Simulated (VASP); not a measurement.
# Ca (P4/mmm) in VASP: notebook, part 2 of 2

VASP 6.6.1. Earlier steps stand in the parts before.

## 3. Single point, LDA (strain +0.050 along x and y, +0.000 along z)

The input, INCAR:

```
SYSTEM = Ca
PREC = Accurate
ENCUT = 520
EDIFF = 1E-7
ISMEAR = 0
SIGMA = 0.15
LREAL = .False.
LASPH = .True.
NELM = 100
ALGO = Fast
ISIF = 2
LWAVE = .False.
LCHARG = .False.
NBANDS = 11
```

The input, KPOINTS:

```
regular mesh
0
Gamma
  14 14 14
  0 0 0
```

The input, POSCAR:

```
Ca
1.0
    3.6630891570      0.0000000000      0.0000000000
    0.0000000000      3.6630891570      0.0000000000
    0.0000000000      0.0000000000      3.4886563400
Ca
1
Direct
    0.0000000000      0.0000000000      0.0000000000
```

Potentials or basis: VASP PAW LDA potentials, release 64 (Ca_sv).

Started as:

```
$ cat potpaw_LDA.64/Ca_sv/POTCAR > POTCAR
$ mpirun -np 1 vasp_std > vasp.out
```

OUTCAR:

```text
SYSTEM = Ca
   PREC = Accurate
   ENCUT = 520
   EDIFF = 1E-7
   ISMEAR = 0
   LREAL = .False.
   LASPH = .True.
   NELM = 100
   ISIF = 2

 ion  position               nearest neighbor table
   1  0.000  0.000  0.000-

  LATTYP: Found a simple tetragonal cell.
 ALAT       =     3.6630891570
 C/A-ratio  =     0.9523809524

  Lattice vectors:

 A1 = (   3.6630891570,   0.0000000000,   0.0000000000)
 A2 = (   0.0000000000,   3.6630891570,   0.0000000000)
 A3 = (   0.0000000000,   0.0000000000,   3.4886563400)

Analysis of symmetry for initial positions (statically):
=====================================================================
 Subroutine PRICEL returns:
 Original cell was already a primitive cell.

 Routine SETGRP: Setting up the symmetry group for a
 simple tetragonal supercell.

 Subroutine GETGRP returns: Found 16 space group operations
 (whereof 16 operations were pure point group operations)
 out of a pool of 16 trial point group operations.

The static configuration has the point symmetry D_4h.

Analysis of symmetry for dynamics (positions and initial velocities):
=====================================================================
 Subroutine PRICEL returns:
 Original cell was already a primitive cell.

 Routine SETGRP: Setting up the symmetry group for a
 simple tetragonal supercell.

 Subroutine GETGRP returns: Found 16 space group operations
 (whereof 16 operations were pure point group operations)
 out of a pool of 16 trial point group operations.

The dynamic configuration has the point symmetry D_4h.

 Subroutine INISYM returns: Found 16 space group operations
 (whereof 16 operations are pure point group operations),
 and found     1 'primitive' translations

----------------------------------------------------------------------------------------

                                     Primitive cell

  volume of cell :      46.8116

  direct lattice vectors                    reciprocal lattice vectors
     3.663089157  0.000000000  0.000000000     0.272993628  0.000000000  0.000000000
     0.000000000  3.663089157  0.000000000     0.000000000  0.272993628  0.000000000
     0.000000000  0.000000000  3.488656340     0.000000000  0.000000000  0.286643310

  length of vectors
     3.663089157  3.663089157  3.488656340     0.272993628  0.272993628  0.286643310

  position of ions in fractional coordinates (direct lattice)
     0.000000000  0.000000000  0.000000000

  ion indices of the primitive-cell ions
   primitive index   ion index
                 1           1

----------------------------------------------------------------------------------------

 KPOINTS: regular mesh

Automatic generation of k-mesh.
 Grid dimensions read from file:
 generate k-points for:   14   14   14

 Generating k-lattice:

  Cartesian coordinates                     Fractional coordinates (reciprocal lattice)
     0.019499545  0.000000000  0.000000000     0.071428571  0.000000000  0.000000000
     0.000000000  0.019499545  0.000000000     0.000000000  0.071428571  0.000000000
     0.000000000  0.000000000  0.020474522     0.000000000  0.000000000  0.071428571

  Length of vectors
     0.019499545  0.019499545  0.020474522

  Shift w.r.t. Gamma in fractional coordinates (k-lattice)
     0.000000000  0.000000000  0.000000000

 Subroutine IBZKPT returns following result:
 ===========================================

 Found    288 irreducible k-points:

 Following reciprocal coordinates:
            Coordinates               Weight
  0.000000  0.000000  0.000000      1.000000
  0.071429  0.000000  0.000000      4.000000
  0.142857  0.000000  0.000000      4.000000
  0.214286  0.000000  0.000000      4.000000
  0.285714  0.000000  0.000000      4.000000
  0.357143  0.000000  0.000000      4.000000
[... 16 lines left out ...]
  0.285714  0.214286  0.000000      8.000000
  0.357143  0.214286  0.000000      8.000000
 [... further k-points ...]
   k-points           NKPTS =    288   k-points in BZ     NKDIM =    288   number of bands    NBANDS=     11
   number of dos      NEDOS =    301   number of ions     NIONS =      1
   total plane-waves  NPLWV =  21952
   dimension x,y,z NGX =    28 NGY =   28 NGZ =   28
   dimension x,y,z NGXF=    56 NGYF=   56 NGZF=   56
   ions per type =               1
   NGX,Y,Z   is equivalent  to a cutoff of  12.71, 12.71, 13.34 a.u.
   NGXF,Y,Z  is equivalent  to a cutoff of  25.42, 25.42, 26.69 a.u.
 SYSTEM =  Ca
   PREC   = accura    normal or accurate (medium, high low for compatibility)
   ISTART =      0    job   : 0-new  1-cont  2-samecut
   ICHARG =      2    charge: 1-file 2-atom 10-const
   ISPIN  =      1    spin polarized calculation?
   LNONCOLLINEAR =      F non collinear calculations
   LSORBIT =      F    spin-orbit coupling
   LASPH  =      T    aspherical Exc in radial PAW
   ENCUT  =  520.0 eV  38.22 Ry    6.18 a.u.   6.81  6.81  6.49*2*pi/ulx,y,z
   NELM   =    100;   NELMIN=  2; NELMDL= -5     # of ELM steps
   EDIFF  = 0.1E-06   stopping-criterion for ELM
   LREAL  =      F    real-space projection
   EDIFFG = 0.1E-05   stopping-criterion for IOM
   NSW    =      0    number of steps for IOM
   IBRION =     -1    ionic relax: 0-MD 1-quasi-New 2-CG
   NFREE  =      0    steps in history (QN), initial steepest desc. (CG)
   ISIF   =      2    stress and relaxation
   ISYM   =      2    0-nonsym 1-usesym 2-fastsym
   POTIM  = 0.5000    time-step for ionic-motion
   TEBEG  =    0.0;   TEEND  =   0.0 temperature during run
   PSTRESS=    0.0 pullay stress
   NELECT =      10.0000    total number of electrons
   NUPDOWN=      -1.0000    fix difference up-down
   EMIN   =  10.00;   EMAX   =-10.00  energy-range for DOS
   EFERMI =   0.00;   METHOD = LEGACY
   ISMEAR =     0;   SIGMA  =   0.15  broadening in eV -4-tet -1-fermi 0-gaus
   EFERMI_NEDOS =   21; number of points for ismear=-14 and -15
   IALGO  =     68    algorithm
   IMIX   =      4    mixing-type and parameters
     AMIX     =   0.40;   BMIX     =  1.00
     AMIX_MAG =   1.60;   BMIX_MAG =  1.00
  volume/ion in A,a.u.               =      46.81       315.90
  Fermi-wavevector in a.u.,A,eV,Ry     =   0.978642  1.849365 13.030841  0.957740
  Thomas-Fermi vector in A             =   2.109433
   LORBIT       =      0    0 simple, 1 ext, 2 COOP (PROOUT), +10 PAW based schemes
   GGA     = CA    functional components
   LHFCALC =     F    Hartree Fock is set to
   AEXX    =    0.0000 exact exchange contribution
   IVDW    =     0    specifies the selected vdW correction
   LEPSILON=     F    determine dielectric tensor
   LRPA    =     F    only Hartree local field effects (RPA)
 non-spin polarized calculation
 RMM-DIIS sequential band-by-band and
 Gauss-broadening in eV      SIGMA  =   0.15
  energy-cutoff  :      520.00
  volume of cell :       46.81
 maximum number of plane-waves:      1288
 NGX is ok and might be reduce to    28
   NGX = 13   NGY = 13   NGZ = 13

 number of electron      10.0000000 magnetization

 number of electron       9.9999999 magnetization

 Free energy of the ion-electron system (eV)
  ---------------------------------------------------
  ext. energy  EPLUGINS =         0.00000000
  ---------------------------------------------------
  free energy    TOTEN  =        -1.76294399 eV

  energy without entropy =       -1.74928263  energy(sigma->0) =       -1.75611331

 E-fermi :   1.2904     XC(G=0):  -7.6066

 val. band max:        1.2863436826   @ k =   0.3571   0.3571   0.3571
 cond. band min:       1.2912349822   @ k =   0.4286   0.2143   0.5000
 fundamental gap:      0.0048912996
 Fermi energy:         1.2904186193

 k-point     1 :       0.0000    0.0000    0.0000
  band No.  band energies     occupation
      1     -40.5851      2.00000
      2     -21.7901      2.00000
      3     -21.7901      2.00000
      4     -21.7551      2.00000
      5      -2.4191      2.00000
      6       2.0002      0.00000
      7       2.0234      0.00000
      8       4.9216      0.00000
      9       5.0749      0.00000
     10       5.0749      0.00000
     11       8.9765      0.00000

 k-point     2 :       0.0714    0.0000    0.0000
  band No.  band energies     occupation
      1     -40.5845      2.00000
      2     -21.7974      2.00000
      3     -21.7895      2.00000
      4     -21.7545      2.00000
      5      -2.3539      2.00000
      6       2.0150      0.00000
      7       2.0407      0.00000
      8       4.8500      0.00000
      9       5.0166      0.00000
     10       5.0790      0.00000
     11       8.5456      0.00000
[... 295 lines left out ...]
 k-point    24 :       0.3571    0.2143    0.0000
  band No.  band energies     occupation
      1     -40.5715      2.00000
      2     -21.9019      2.00000
      3     -21.8355      2.00000
      4     -21.7414      2.00000
      5      -0.4215      2.00000
      6       1.7420      0.00002
      7       2.5531      0.00000
      8       3.5492      0.00000
      9       4.3613      0.00000
     10       4.7889      0.00000
     11       6.2656      0.00000

 [... further k-points ...]
[... 5 lines left out ...]
  --------------------------------------------------------------------------------------
  -------------------------------------------------------------------------------------
  Total       -0.7268490     -0.7268490     -0.1616902      0.0000000     -0.0000000     -0.0000000
  in kB      -24.8772073    -24.8772073     -5.5340263      0.0000000     -0.0000000     -0.0000000
  external PRESSURE =     -18.4294803 kB  Pullay stress =       0.0000000 kB

 VOLUME and BASIS-vectors are now :
 -----------------------------------------------------------------------------
  energy-cutoff  :      520.00
  volume of cell :       46.81
      direct lattice vectors                 reciprocal lattice vectors
     3.663089157  0.000000000  0.000000000     0.272993628  0.000000000  0.000000000
     0.000000000  3.663089157  0.000000000     0.000000000  0.272993628  0.000000000
     0.000000000  0.000000000  3.488656340     0.000000000  0.000000000  0.286643310

 POSITION                                       TOTAL-FORCE (eV/Angst)
 -----------------------------------------------------------------------------------
      0.00000      0.00000      0.00000         0.000000      0.000000      0.000000
 -----------------------------------------------------------------------------------
    total drift:                               -0.000000     -0.000000     -0.000000

  FREE ENERGIE OF THE ION-ELECTRON SYSTEM (eV)
  ---------------------------------------------------
  free  energy   TOTEN  =        -1.7629439939 eV

  energy  without entropy=       -1.7492826343  energy(sigma->0) =       -1.75611331
```

OSZICAR:

```text
N       E                     dE             d eps       ncg     rms          rms(c)
DAV:   1     0.668449364652E+02    0.66845E+02   -0.48994E+03  6336   0.806E+02
DAV:   2    -0.100821060097E+00   -0.66946E+02   -0.66332E+02  7011   0.206E+02
DAV:   3    -0.169786842837E+01   -0.15970E+01   -0.15771E+01  9464   0.307E+01
DAV:   4    -0.177609918611E+01   -0.78231E-01   -0.77836E-01  8173   0.518E+00
DAV:   5    -0.177773848194E+01   -0.16393E-02   -0.16388E-02  8997   0.651E-01    0.231E+00
RMM:   6    -0.176674154559E+01    0.10997E-01   -0.10518E-02  6474   0.114E+00    0.143E+00
RMM:   7    -0.176318334031E+01    0.35582E-02   -0.21695E-02  7270   0.189E+00    0.119E-01
RMM:   8    -0.176280988575E+01    0.37345E-03   -0.64799E-03  7664   0.897E-01    0.493E-02
RMM:   9    -0.176291777102E+01   -0.10789E-03   -0.14291E-03  9035   0.416E-01    0.249E-02
RMM:  10    -0.176293698502E+01   -0.19214E-04   -0.35398E-04  9416   0.174E-01    0.580E-03
RMM:  11    -0.176294264948E+01   -0.56645E-05   -0.55253E-05  9967   0.810E-02    0.672E-03
RMM:  12    -0.176294352598E+01   -0.87650E-06   -0.11929E-05 10055   0.307E-02    0.561E-03
RMM:  13    -0.176294430073E+01   -0.77475E-06   -0.76573E-06 10415   0.244E-02    0.846E-03
RMM:  14    -0.176294395672E+01    0.34401E-06   -0.10767E-06  9722   0.879E-03    0.207E-03
RMM:  15    -0.176294399394E+01   -0.37221E-07   -0.46699E-07  8551   0.440E-03
   1 F= -.17629440E+01 E0= -.17561133E+01  d E =-.136614E-01
```

stdout:

```text
POSCAR found type information on POSCAR Ca
 POSCAR found :  1 types and       1 ions
 scaLAPACK will be used
 LDA part: xc-table for (Slater(with rela. corr.)+CA(PZ))
 , standard interpolation
 POSCAR, INCAR and KPOINTS ok, starting setup
 FFT: planning ... GRIDC
 FFT: planning ... GRID_SOFT
 FFT: planning ... GRID
 WAVECAR not read
 entering main loop
WARNING in EDDRMM: call to ZHEGV failed, returncode =   6  3      5
WARNING in EDDRMM: call to ZHEGV failed, returncode =   6  3     10
WARNING in EDDRMM: call to ZHEGV failed, returncode =   8  4      5
WARNING in EDDRMM: call to ZHEGV failed, returncode =   8  4      5
WARNING in EDDRMM: call to ZHEGV failed, returncode =   8  4      5
WARNING in EDDRMM: call to ZHEGV failed, returncode =   6  3      7
WARNING in EDDRMM: call to ZHEGV failed, returncode =   8  4      9
```

Wall time 55 s (1 thread of Intel Xeon 6975P-C (Granite Rapids), shared host); peak memory 0.24 GiB.

What came out:

```
Free energy            : -1.7629 eV
Pressure               : -1.8 GPa
Band gap on the k mesh : zero (band 5 reaches 1.91 eV, above the bottom of band 6 at 0.79 eV)
```

Levels at points of the mesh, in eV from the Fermi level:
| k point | band 1 | band 2 | band 3 | band 4 | band 5 | band 6 | band 7 | band 8 | band 9 | band 10 |
| --- | --- | --- | --- | --- | --- | --- | --- | --- | --- | --- |
| (0.00, 0.00, 0.00) | -41.88 | -23.08 | -23.08 | -23.05 | -3.71 | 0.71 | 0.73 | 3.63 | 3.78 | 3.78 |
| (0.50, 0.00, 0.00) | -41.86 | -23.23 | -23.07 | -23.03 | -1.38 | -0.50 | 1.11 | 2.57 | 2.85 | 3.87 |
| (0.50, 0.50, 0.00) | -41.85 | -23.21 | -23.21 | -23.02 | -0.22 | 0.48 | 1.96 | 1.96 | 3.06 | 3.06 |
| (0.00, 0.00, 0.50) | -41.85 | -23.27 | -23.06 | -23.06 | -1.05 | -0.30 | 1.29 | 2.44 | 2.44 | 3.77 |
| (0.50, 0.00, 0.50) | -41.84 | -23.26 | -23.20 | -23.05 | -0.28 | 0.82 | 2.19 | 2.33 | 2.69 | 2.90 |
| (0.50, 0.50, 0.50) | -41.83 | -23.24 | -23.18 | -23.18 | 0.58 | 0.58 | 0.86 | 4.32 | 4.51 | 4.89 |

Caveat: the cell differs from its parent crystal (strain +0.050 along x and y, +0.000 along z).
